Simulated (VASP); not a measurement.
Wanted: the native input for a VASP 6.6.1 run.

```
Task                   : relaxation of cell and atoms
Functional             : PBE
Potentials or basis    : VASP PAW PBE potentials, release 64 (Sc_sv, Mo_sv)
Cutoff                 : 600 eV
k mesh                 : 8 × 8 × 8
Occupations            : gaussian, width 0.1 eV
Spin                   : no spin polarisation
Dipole correction      : no
Further INCAR settings : ALGO = Fast; EDIFF = 1e-06; IBRION = 2; EDIFFG = -0.01; NSW = 100; ISIF = 3
```

The structure of Sc4Mo lies in POSCAR:

```
Sc4Mo
1.0
   -3.1819838055      3.1819838055      3.1819838055
    3.1819838055     -3.1819838055      3.1819838055
    3.1819838055      3.1819838055     -3.1819838055
Sc Mo
4 1
Direct
    0.5000000000      0.5000000000      0.5000000000
    0.0000000000      0.0000000000      0.5000000000
    0.0000000000      0.5000000000      0.0000000000
    0.5000000000      0.0000000000      0.0000000000
    0.0000000000      0.0000000000      0.0000000000
```

These files were run (other wordings do the same):

INCAR

```
PREC = Accurate ; ENCUT = 600
EDIFF = 1E-6 ; ISMEAR = 0
SIGMA = 0.1 ; LREAL = False
LASPH = True ; NELM = 100
ALGO = Fast ; ISIF = 3
LWAVE = False ; LCHARG = False
GGA = PE ; IBRION = 2
NSW = 100 ; EDIFFG = -0.01
```

KPOINTS

```
Automatic mesh
0
Gamma
  8 8 8
```

Potentials or basis: VASP PAW PBE potentials, release 64 (Sc_sv, Mo_sv).

Launch:

```console
$ cat potpaw_PBE.64/Sc_sv/POTCAR potpaw_PBE.64/Mo_sv/POTCAR > POTCAR
$ mpirun -np 1 vasp_std > vasp.out
```

Results of the run:

```yaml
Pressure_after_relaxing: 0.0 GPa
Band_gap_on_the_k_mesh: zero (band 29 reaches 3.90 eV, above the bottom of band 30 at 3.77 eV)
```

Caveat: the relaxation stopped at its first step, so nothing moved.

It took 21 min on 1 thread of Oxide Virtual Turin-like Processor, with other jobs on the host, peak memory 0.38 GiB.
